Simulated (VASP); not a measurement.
NbRu3, 4 atoms in the cell. The structure is cubic, space group Pm-3m (No. 221). Conventional cell: a = 3.845 Å, b = 3.845 Å, c = 3.845 Å, α = 90.00°, β = 90.00°, γ = 90.00°. Nb (site symmetry m-3m) has 12 Ru at 2.72 Å within 3.6 Å. Ru (site symmetry 4/mmm) has 4 Nb at 2.72 Å and 8 Ru at 2.72 Å within 3.6 Å. 

| Quantity | Value |
| --- | --- |
| Program | VASP 6.6.1 |
| Task | single point |
| Functional | r2SCAN |
| Potentials or basis | VASP PAW PBE potentials, release 64 (Nb_sv, Ru_pv) |
| Cutoff | 520 eV |
| k mesh | 6 × 6 × 6 |
| Occupations | fermi-dirac, width 0.1 eV |
| Spin | no spin polarisation |
| Dipole correction | no |
| Further INCAR settings | ALGO = Normal; EDIFF = 1e-06; NBANDS = 36 |

Potentials or basis: VASP PAW PBE potentials, release 64 (Nb_sv, Ru_pv).

The run is started by

```sh
$ cat potpaw_PBE.64/Nb_sv/POTCAR potpaw_PBE.64/Ru_pv/POTCAR > POTCAR
$ cp INCAR.step1 INCAR
$ mpirun -np 1 vasp_std > vasp.out
$ cp INCAR.step2 INCAR
$ mpirun -np 1 vasp_std > vasp.out
```

Hardware: 1 thread of AMD EPYC 9R45 96-Core Processor (Zen 5), on a shared host.

Estimate the wall time of this run.

It took 90 s on 1 thread of AMD EPYC 9R45 96-Core Processor (Zen 5), on a shared host, peak memory 0.16 GiB. Counts: k points 20.
